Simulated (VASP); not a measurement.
# CdS (Greenockite) (P6_3mc) in VASP: a series of runs

Aim: see how the results for CdS (Greenockite) move with the level of theory and the settings. Levels: PBE, r2SCAN. Tasks: single point.

Everything below comes from runs of VASP 6.6.1. Logs are shortened: lines on timing, memory, paths and dates and some standing lists are left out, and cuts for length are marked.

## (1) The cell of the first run

It takes space group P6_3mc (No. 186, hexagonal). The conventional cell has a = 4.074 Å, b = 4.074 Å, c = 6.618 Å, α = 90.00°, β = 90.00°, γ = 120.00°. Within 3.3 Å of Cd (site symmetry 3m) lie 4 S at 2.49 Å. S (site symmetry 3m) has 4 Cd at 2.49 Å within 3.3 Å.

## (2) Single point, PBE (strain -2.2%)

Input file INCAR:

```
SYSTEM = CdS
  PREC = Accurate
  ENCUT = 520
  EDIFF = 1E-6
  ISMEAR = -1
  SIGMA = 0.02
  LREAL = .False.
  LASPH = .True.
  NELM = 60
  ALGO = Normal
  ISIF = 2
  LWAVE = .False.
  LCHARG = .True.
  GGA = PE
  LELF = .True.
  LVHAR = .True.
  NBANDS = 26
```

Input file KPOINTS:

```
regular mesh
0
Gamma
  12 12 4
  0 0 0
```

Input file POSCAR:

```
CdS
1.0
    4.0738324942      0.0000000000      0.0000000000
   -2.0369162471      3.5280424308      0.0000000000
    0.0000000000      0.0000000000      6.6184771483
Cd S
2 2
Direct
    0.3333333333      0.6666666667     -0.0009650885
    0.6666666667      0.3333333333      0.4990349115
    0.3333333333      0.6666666667      0.3759650885
    0.6666666667      0.3333333333      0.8759650885
```

Potentials or basis: VASP PAW PBE potentials, release 64 (Cd, S).

Run with:

```sh
$ cat potpaw_PBE.64/Cd/POTCAR potpaw_PBE.64/S/POTCAR > POTCAR
$ mpirun -np 1 vasp_std > vasp.out
```

OUTCAR:

```text
SYSTEM = CdS
   PREC = Accurate
   ENCUT = 520
   EDIFF = 1E-6
   ISMEAR = -1
   LREAL = .False.
   LASPH = .True.
   NELM = 60
   ISIF = 2
   GGA = PE

 ion  position               nearest neighbor table
   1  0.333  0.667  0.999-   4 2.49   4 2.49   4 2.49   3 2.49
   2  0.667  0.333  0.499-   3 2.49   3 2.49   3 2.49   4 2.49
   3  0.333  0.667  0.376-   2 2.49   2 2.49   2 2.49   1 2.49
   4  0.667  0.333  0.876-   1 2.49   1 2.49   1 2.49   2 2.49

  LATTYP: Found a hexagonal cell.
 ALAT       =     4.0738324942
 C/A-ratio  =     1.6246316356

  Lattice vectors:

 A1 = (   4.0738324942,   0.0000000000,   0.0000000000)
 A2 = (  -2.0369162471,   3.5280424308,   0.0000000000)
 A3 = (   0.0000000000,   0.0000000000,   6.6184771483)

Analysis of symmetry for initial positions (statically):
=====================================================================
 Subroutine PRICEL returns:
 Original cell was already a primitive cell.

 Routine SETGRP: Setting up the symmetry group for a
 hexagonal supercell.

 Subroutine GETGRP returns: Found 12 space group operations
 (whereof  6 operations were pure point group operations)
 out of a pool of 24 trial point group operations.

The static configuration has the point symmetry C_3v.
 The point group associated with its full space group is C_6v.

Analysis of symmetry for dynamics (positions and initial velocities):
=====================================================================
 Subroutine PRICEL returns:
 Original cell was already a primitive cell.

 Routine SETGRP: Setting up the symmetry group for a
 hexagonal supercell.

 Subroutine GETGRP returns: Found 12 space group operations
 (whereof  6 operations were pure point group operations)
 out of a pool of 24 trial point group operations.

The dynamic configuration has the point symmetry C_3v.
 The point group associated with its full space group is C_6v.

 Subroutine INISYM returns: Found 12 space group operations
 (whereof  6 operations are pure point group operations),
 and found     1 'primitive' translations

----------------------------------------------------------------------------------------

                                     Primitive cell

  volume of cell :      95.1251

  direct lattice vectors                    reciprocal lattice vectors
     4.073832494  0.000000000  0.000000000     0.245469101  0.141721652  0.000000000
[... 79 lines left out ...]
   NGXF,Y,Z  is equivalent  to a cutoff of  24.48, 24.48, 25.12 a.u.
 SYSTEM =  CdS
   PREC   = accura    normal or accurate (medium, high low for compatibility)
   ISTART =      0    job   : 0-new  1-cont  2-samecut
   ICHARG =      2    charge: 1-file 2-atom 10-const
   ISPIN  =      1    spin polarized calculation?
   LNONCOLLINEAR =      F non collinear calculations
   LSORBIT =      F    spin-orbit coupling
   LASPH  =      T    aspherical Exc in radial PAW
   ENCUT  =  520.0 eV  38.22 Ry    6.18 a.u.   7.57  7.57 12.31*2*pi/ulx,y,z
   NELM   =     60;   NELMIN=  2; NELMDL= -5     # of ELM steps
   EDIFF  = 0.1E-05   stopping-criterion for ELM
   LREAL  =      F    real-space projection
   EDIFFG = 0.1E-04   stopping-criterion for IOM
   NSW    =      0    number of steps for IOM
   IBRION =     -1    ionic relax: 0-MD 1-quasi-New 2-CG
   NFREE  =      0    steps in history (QN), initial steepest desc. (CG)
   ISIF   =      2    stress and relaxation
   ISYM   =      2    0-nonsym 1-usesym 2-fastsym
   POTIM  = 0.5000    time-step for ionic-motion
   TEBEG  =    0.0;   TEEND  =   0.0 temperature during run
   PSTRESS=    0.0 pullay stress
   NELECT =      36.0000    total number of electrons
   NUPDOWN=      -1.0000    fix difference up-down
   EMIN   =  10.00;   EMAX   =-10.00  energy-range for DOS
   EFERMI =   0.00;   METHOD = LEGACY
   ISMEAR =    -1;   SIGMA  =   0.02  broadening in eV -4-tet -1-fermi 0-gaus
   EFERMI_NEDOS =   21; number of points for ismear=-14 and -15
   IALGO  =     38    algorithm
   IMIX   =      4    mixing-type and parameters
     AMIX     =   0.40;   BMIX     =  1.00
     AMIX_MAG =   1.60;   BMIX_MAG =  1.00
  volume/ion in A,a.u.               =      23.78       160.48
  Fermi-wavevector in a.u.,A,eV,Ry     =   1.184161  2.237739 19.078587  1.402237
  Thomas-Fermi vector in A             =   2.320381
   LORBIT       =      0    0 simple, 1 ext, 2 COOP (PROOUT), +10 PAW based schemes
   GGA     = PE    functional components
[... 5 lines left out ...]
 non-spin polarized calculation
  energy-cutoff  :      520.00
  volume of cell :       95.13
 maximum number of plane-waves:      2587
   NGX = 15   NGY = 15   NGZ = 25

 number of electron      36.0000024 magnetization

 Free energy of the ion-electron system (eV)
  ---------------------------------------------------
  ext. energy  EPLUGINS =         0.00000000
  ---------------------------------------------------
  free energy    TOTEN  =       -12.12444889 eV

  energy without entropy =      -12.12444889  energy(sigma->0) =      -12.12444889

 E-fermi :   2.0862     XC(G=0):  -9.3437

 val. band max:        1.6836818215   @ k =   0.0000   0.0000   0.0000
 cond. band min:       3.0136903943   @ k =   0.0000   0.0000   0.0000
 fundamental gap:      1.3300085728
 Fermi energy:         2.0861569276

 k-point     1 :       0.0000    0.0000    0.0000
  band No.  band energies     occupation
      1     -10.9587      2.00000
      2     -10.4842      2.00000
      3      -6.1840      2.00000
      4      -6.1785      2.00000
      5      -6.1785      2.00000
      6      -6.0841      2.00000
[... 685 lines left out ...]
     25       9.6901      0.00000
     26      10.8896      0.00000

 [... further k-points ...]
[... 5 lines left out ...]
  --------------------------------------------------------------------------------------
  -------------------------------------------------------------------------------------
  Total        3.7628975      3.7628975      3.8123906      0.0000000      0.0000000      0.0000000
  in kB       63.3779128     63.3779128     64.2115173      0.0000000      0.0000000      0.0000000
  external PRESSURE =      63.6557810 kB  Pullay stress =       0.0000000 kB

 VOLUME and BASIS-vectors are now :
 -----------------------------------------------------------------------------
  energy-cutoff  :      520.00
  volume of cell :       95.13
      direct lattice vectors                 reciprocal lattice vectors
     4.073832494  0.000000000  0.000000000     0.245469101  0.141721652  0.000000000
    -2.036916247  3.528042431  0.000000000     0.000000000  0.283443303  0.000000000
     0.000000000  0.000000000  6.618477148     0.000000000  0.000000000  0.151092159

 POSITION                                       TOTAL-FORCE (eV/Angst)
 -----------------------------------------------------------------------------------
     -0.00000      2.35203      6.61209         0.000000     -0.000000      0.005492
      2.03692      1.17601      3.30285        -0.000000      0.000000      0.005492
     -0.00000      2.35203      2.48832        -0.000000     -0.000000     -0.005492
      2.03692      1.17601      5.79755         0.000000      0.000000     -0.005492
 -----------------------------------------------------------------------------------
    total drift:                                0.000000      0.000000      0.002144

  FREE ENERGIE OF THE ION-ELECTRON SYSTEM (eV)
  ---------------------------------------------------
  free  energy   TOTEN  =       -12.1244488873 eV

  energy  without entropy=      -12.1244488873  energy(sigma->0) =      -12.12444889
```

stdout:

```text
POSCAR found type information on POSCAR CdS
 POSCAR found :  2 types and       4 ions
 scaLAPACK will be used
 LDA part: xc-table for (Slater+PW92), standard interpolation
 POSCAR, INCAR and KPOINTS ok, starting setup
 FFT: planning ... GRIDC
 FFT: planning ... GRID_SOFT
 FFT: planning ... GRID
 WAVECAR not read
 entering main loop
```

It took 2.3 min on 1 thread of Intel Xeon Platinum 8259CL at 2.50GHz (Skylake/Cascade Lake), shared host; peak memory 0.26 GiB.

Results:

| Property | Result |
| --- | --- |
| Free energy | -12.1244 eV |
| Pressure | 6.4 GPa |
| Largest force | 0.005 eV/Å |
| Band gap on the k mesh | 1.33 eV, direct |

Forces on the atoms (eV/Å):
```
Cd   0.000  0.000  0.005
Cd   0.000  0.000  0.005
S    0.000  0.000 -0.005
S    0.000  0.000 -0.005
```

Caveat: the cell differs from its parent crystal (strain -2.2%).

(Part 1 of 2 ends here.)
